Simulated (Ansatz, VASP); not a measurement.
**One calculation of WSe2, two programs**

```
W Se
1.0
     3.32068    0.00000    0.00000
    -1.66034    2.87579    0.00000
     0.00000    0.00000   38.77010
W Se
4 8
Direct
  0.66667 0.33333 0.90171
  0.66667 0.33333 0.29464
  0.33333 0.66667 0.70536
  0.33333 0.66667 0.09829
  0.33333 0.66667 0.94500
  0.33333 0.66667 0.33792
  0.66667 0.33333 0.74865
  0.66667 0.33333 0.14158
  0.33333 0.66667 0.85842
  0.33333 0.66667 0.25135
  0.66667 0.33333 0.66208
  0.66667 0.33333 0.05500
```

Alike in both runs: functional PBE; k mesh 12 × 12 × 1; occupations gaussian, width 0.02 eV; no spin polarisation.

Ansatz relaxed the structure, and its values are those at the end. VASP's run is a single point on that final structure, the one shown.

|  | VASP | Ansatz |
| --- | --- | --- |
| version | VASP 6.6.1 | Ansatz 0.2.0 |
| potentials or method | VASP PAW PBE potentials, release 64 (W_sv, Se), cutoff 520 eV | scalar-relativistic, plane waves, PAW |
| valence electrons in the cell | 104 | 184 |

Ansatz gave:

* gap on the k mesh at the Fermi level (eV): 1.51
* least direct gap on the mesh (eV): 1.53
* rms of the force components (eV/Å): 0.000

Estimate VASP's values.

gap on the k mesh at the Fermi level (eV): 1.51; least direct gap on the mesh (eV): 1.53; rms of the force components (eV/Å): 0.021.

VASP's potentials hold 104 valence electrons a cell and Ansatz's 184, so a difference there can come from the potentials and not from the codes. Ansatz's warnings: xc potential rough in thin density.

Neither program's run includes spin-orbit coupling.
